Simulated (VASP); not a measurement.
## SiC: single point with PBE

Crystal: SiC.

```
CELL_PARAMETERS angstrom
0.05231 2.16502 2.16502
2.16502 0.05231 2.16502
2.16502 2.16502 0.05231
ATOMIC_POSITIONS crystal
Si 0.00125 0.00125 0.00125
C 0.24875 0.24875 0.24875
```

This cell differs from its parent crystal: epitaxial 111 strain -3.0%.

* Program: VASP 6.6.1
* Task: single point
* Functional: PBE
* Potentials or basis: VASP PAW PBE potentials, release 64 (Si, C)
* Cutoff: 520 eV
* k mesh: 10 × 10 × 10
* Occupations: fermi-dirac, width 0.02 eV
* Spin: no spin polarisation

- Pressure: 17.4 GPa
- Largest force: 0.043 eV/Å
- Band gap on the k mesh: 1.13 eV, indirect (least direct gap 4.33 eV)

Forces on the atoms (eV/Å):
```
Si   0.025  0.025  0.025
C   -0.025 -0.025 -0.025
```

Stress tensor (GPa, compression positive):
```
17.43 -6.74 -6.74
-6.74 17.43 -6.74
-6.74 -6.74 17.43
```

Levels at points of the mesh, in eV from the valence-band top:
| k point | band 1 | band 2 | band 3 | band 4 | band 5 | band 6 | band 7 | band 8 |
| --- | --- | --- | --- | --- | --- | --- | --- | --- |
| (0.00, 0.00, 0.00) | -16.00 | -0.42 | 0.00 | 0.00 | 6.19 | 7.60 | 7.85 | 7.85 |
| (0.50, 0.00, 0.00) | -12.12 | -8.95 | -1.38 | -1.18 | 5.59 | 7.03 | 7.40 | 10.17 |
| (0.50, 0.50, 0.00) | -10.70 | -8.12 | -3.65 | -3.20 | 1.13 | 4.42 | 14.39 | 14.49 |
| (0.50, 0.50, 0.50) | -12.48 | -9.12 | -0.95 | -0.95 | 6.35 | 7.67 | 7.67 | 10.38 |

Run time: 46 s on 1 thread of Intel Xeon 8259CL, on a shared host, peak memory 0.12 GiB.

Caveat: the cell differs from its parent crystal (epitaxial 111 strain -3.0%). A k mesh can miss the band edges.
